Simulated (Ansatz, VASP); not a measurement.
# Ca3Zr2N: VASP beside Ansatz

```
CELL_PARAMETERS angstrom
3.38267 0.00000 0.00000
0.00000 3.38267 0.00000
0.00000 0.00000 13.07592
ATOMIC_POSITIONS crystal
Ca 0.50000 0.00000 0.37542
Ca 0.00000 0.50000 0.62458
Ca 0.00000 0.00000 0.00000
Zr 0.50000 0.00000 0.81835
Zr 0.00000 0.50000 0.18165
N 0.50000 0.50000 0.00000
```

Change from the starting cell: species swapped into the Hf2GaSb3 type (P-4m2, No. 115).

Alike in both runs: functional PBE; k mesh 6 × 6 × 2; occupations gaussian, width 0.1 eV; no spin polarisation.

Ansatz relaxed the structure, and its values are those at the end. VASP's run is a single point on that final structure, the one shown.

|  | VASP | Ansatz |
| --- | --- | --- |
| version | VASP 6.6.1 | Ansatz 0.2.0 |
| potentials or method | VASP PAW PBE potentials, release 64 (Ca_sv, Zr_sv, N), cutoff 520 eV | scalar-relativistic, plane waves, PAW |
| valence electrons in the cell | 59 | 59 |

```tsv
	VASP	Ansatz	Ansatz less VASP
gap on the k mesh at the Fermi level (eV)	none	none	-
pressure (GPa)	0.1	0.0	-0.13
rms of the force components (eV/Å)	0.004	0.003	-0.0014
```

A gap of «none» marks a metal or a gap that the smearing closes. The functional is the same, so the differences come from potentials, cutoffs and numerics.
